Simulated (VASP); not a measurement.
## KBaCeBiO6: single point with PBE+U

KBaCeBiO6:

```
Ba Bi Ce K O
1.0
     0.00000    4.33913    4.33913
     4.33913    0.00000    4.33913
     4.33913    4.33913    0.00000
Ba Bi Ce K O
1 1 1 1 6
Direct
  0.75000 0.75000 0.75000
  0.00000 0.00000 0.00000
  0.50000 0.50000 0.50000
  0.25000 0.25000 0.25000
  0.75823 0.24177 0.24177
  0.24177 0.75823 0.75823
  0.24177 0.75823 0.24177
  0.75823 0.24177 0.75823
  0.24177 0.24177 0.75823
  0.75823 0.75823 0.24177
```

```yaml
Program: VASP 6.6.1
Task: single point
Functional: PBE
Potentials_or_basis: VASP PAW PBE potentials, release 64 (Ba_sv, Bi_d, Ce, K_sv, O)
Cutoff: 600 eV
k_mesh: 4 × 4 × 4
Occupations: gaussian, width 0.1 eV
Spin: no spin polarisation
Hubbard_terms: Ce f U = 5.0 eV, O p U = 5.5 eV
```

The pressure is 1.7 GPa. The largest force is 0.438 eV/Å. The band gap on the k mesh is 2.24 eV (least direct gap 2.27 eV).

Forces on the atoms (eV/Å):
```
Ba   0.000  0.000  0.000
Bi   0.000  0.000  0.000
Ce   0.000  0.000  0.000
K    0.000  0.000  0.000
O    0.438  0.000  0.000
O   -0.438  0.000  0.000
O    0.000  0.438  0.000
O    0.000 -0.438  0.000
O    0.000  0.000  0.438
O    0.000  0.000 -0.438
```

Levels at points of the mesh, in eV from the valence-band top:
| k point | band 39 | band 40 | band 41 | band 42 | band 43 | band 44 |
| --- | --- | --- | --- | --- | --- | --- |
| (0.00, 0.00, 0.00) | 0.00 | 0.00 | 0.00 | 2.82 | 2.90 | 2.98 |
| (0.50, 0.00, 0.00) | -0.39 | -0.15 | -0.15 | 2.33 | 2.90 | 2.95 |
| (0.50, 0.50, 0.00) | -0.74 | -0.74 | -0.04 | 2.24 | 2.81 | 2.88 |

Eigenvalues of the final occupation matrices:
| site | spin | trace | eigenvalues |
| --- | --- | --- | --- |
| site 3 f | 1 | 0.38 | 0.00 0.03 0.03 0.03 0.09 0.09 0.09 |
| site 3 f | 2 | 0.38 | 0.00 0.03 0.03 0.03 0.09 0.09 0.09 |

It took 2.9 min on 1 thread of Intel(R) Xeon(R) Platinum 8259CL CPU @ 2.50GHz (Skylake/Cascade Lake), on a shared host, peak memory 0.43 GiB.

Caveat: spin-orbit coupling is left out, which moves the levels of the heavy elements. A k mesh can miss the band edges.
